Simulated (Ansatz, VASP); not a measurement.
CoCuC4N4 in VASP and in Ansatz

Contents of INCAR:

```
PREC = Accurate
ENCUT = 520
EDIFF = 1E-6
ISMEAR = 0
SIGMA = 0.1
LREAL = False
LASPH = True
NELM = 150
ALGO = Normal
ISIF = 2
LWAVE = False
LCHARG = False
ISPIN = 2
MAGMOM = -3 1 0 0 0 0 0 0 0 0
LORBIT = 11
LMAXMIX = 4
GGA = PE
NBANDS = 43
```

Contents of KPOINTS:

```
Automatic mesh
0
Gamma
  4 4 6
```

POSCAR

```
CoCuC4N4
1.0
    7.2047109900      0.0000000000      0.0000000000
    0.0000000000      7.2047109900      0.0000000000
    0.0000000000      0.0000000000      3.3199509300
Co Cu C N
1 1 4 4
Direct
    0.5000000000      0.5000000000      0.0000000000
    0.0000000000      0.0000000000      0.0000000000
    0.1881440800      0.8118559200      0.0000000000
    0.8118559200      0.1881440800      0.0000000000
    0.1881440800      0.1881440800      0.0000000000
    0.8118559200      0.8118559200      0.0000000000
    0.3029738000      0.6970262000      0.0000000000
    0.6970262000      0.3029738000      0.0000000000
    0.3029738000      0.3029738000      0.0000000000
    0.6970262000      0.6970262000      0.0000000000
```

Input for Ansatz:

```yaml
crystal:
  lattice:
    - [7.20471099, 0.0, 0.0]
    - [0.0, 7.20471099, 0.0]
    - [0.0, 0.0, 3.31995093]
  atoms:
    - { symbol: Co, position: [0.5, 0.5, 0.0], spin: -3.0 }
    - { symbol: Cu, position: [0.0, 0.0, 0.0], spin: 1.0 }
    - { symbol: C, position: [0.18814408, 0.81185592, 0.0] }
    - { symbol: C, position: [0.81185592, 0.18814408, 0.0] }
    - { symbol: C, position: [0.18814408, 0.18814408, 0.0] }
    - { symbol: C, position: [0.81185592, 0.81185592, 0.0] }
    - { symbol: "N", position: [0.3029738, 0.6970262, 0.0] }
    - { symbol: "N", position: [0.6970262, 0.3029738, 0.0] }
    - { symbol: "N", position: [0.3029738, 0.3029738, 0.0] }
    - { symbol: "N", position: [0.6970262, 0.6970262, 0.0] }
basis:
  ecutwfc: 420
kpoints:
  mp_grid: { grid: [4, 4, 6] }
hamiltonian:
  xc: pbe
scf:
  occupations: { method: gaussian, width: 0.1 }
  lower_state_search: "off"
output:
  forces: true
  stress: true
  eigenvalues: true
  populations: true
magnetization:
  spin_polarized: true
```

Alike in both runs: task single point; functional PBE; k mesh 4 × 4 × 6; occupations gaussian, width 0.1 eV; collinear spin.

|  | VASP | Ansatz |
| --- | --- | --- |
| version | VASP 6.6.1 | Ansatz 0.2.0 |
| potentials or method | VASP PAW PBE potentials, release 64 (Co, Cu, C, N), cutoff 520 eV | scalar-relativistic, plane waves, PAW |
| valence electrons in the cell | 56 | 72 |

|  | VASP | Ansatz | Ansatz less VASP |
| --- | --- | --- | --- |
| gap on the k mesh at the Fermi level (eV) | none | none | - |
| pressure (GPa) | -4.0 | -4.6 | -0.68 |
| traceless stress, the component that is largest in VASP (GPa) | 5.39 | 6.07 | +0.680 |
| rms of the force components (eV/Å) | 0.462 | 0.413 | -0.0492 |
| net moment per atom (μB) | 0.13 | 0.12 | -0.006 |
| size of the moment on the site where the two differ most (μB) | 0.76 | 0.67 | -0.095 |

Site moments also hang on the region over which each program counts them. Atom by atom the forces differ by 0.171 eV/Å (rms over components). A gap of «none» marks a metal or a gap that the smearing closes. The functional is the same, so the differences come from potentials, cutoffs and numerics. VASP's potentials hold 56 valence electrons a cell and Ansatz's 72, so a difference there can come from the potentials and not from the codes. Ansatz's warnings: seeded moment not kept.

Noted on VASP's run: the standard files for N, O and F lose accuracy on very short bonds.
